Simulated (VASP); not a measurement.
The system is ZnSnO2.

```
CELL_PARAMETERS angstrom
4.31927 0.00000 0.00000
0.00000 4.31927 0.00000
0.00000 0.00000 2.67172
ATOMIC_POSITIONS crystal
Zn 0.00000 0.00000 0.00000
Sn 0.50000 0.50000 0.50000
O 0.50000 0.00000 0.00000
O 0.00000 0.50000 0.00000
```

```yaml
Program: VASP 6.6.1
Task: relaxation of cell and atoms
Functional: PBE
Potentials_or_basis: VASP PAW PBE potentials, release 64 (Zn, Sn_d, O)
Cutoff: 600 eV
k_mesh: 4 × 4 × 6
Occupations: gaussian, width 0.1 eV
Spin: no spin polarisation
```

At the start: pressure 8.8 GPa; volume 12.46 Å³/atom.

Task: Where does the relaxation end?

Result: Over 8 steps the energy falls by 356.1 meV/atom and the volume is 14.08 Å³/atom (+13.0 %); space group P4/mmm (No. 123, to 0.1 Å) before and after.

The path:
```tsv
step	energy change (eV)	largest force (eV/Å)	pressure (GPa)	volume (Å³)
1	0.0000	0.0000	8.77	49.84
2	-1.1805	0.0000	0.50	54.41
3	-1.3818	0.0000	-1.59	56.44
4	-1.2317	0.0000	-5.01	59.99
5	-1.4123	0.0000	-2.51	57.40
6	-1.4127	0.0000	-2.63	57.53
7	-1.4179	0.0000	1.94	55.46
8	-1.4244	0.0000	-0.05	56.34
```

Final structure:
```xyz
4
Lattice="4.0797 0.0000 0.0000 0.0000 4.0797 0.0000 0.0000 0.0000 3.3847" Properties=species:S:1:pos:R:3 pbc="T T T"
Zn    0.0000    0.0000    0.0000
Sn    2.0399    2.0399    1.6924
O     2.0399    0.0000    0.0000
O     0.0000    2.0399    0.0000
```

Caveat: the k points lie up to 0.39 Å⁻¹ apart in the final cell; a cell axis changed by over 15 % at a fixed basis, so the end point is rough.
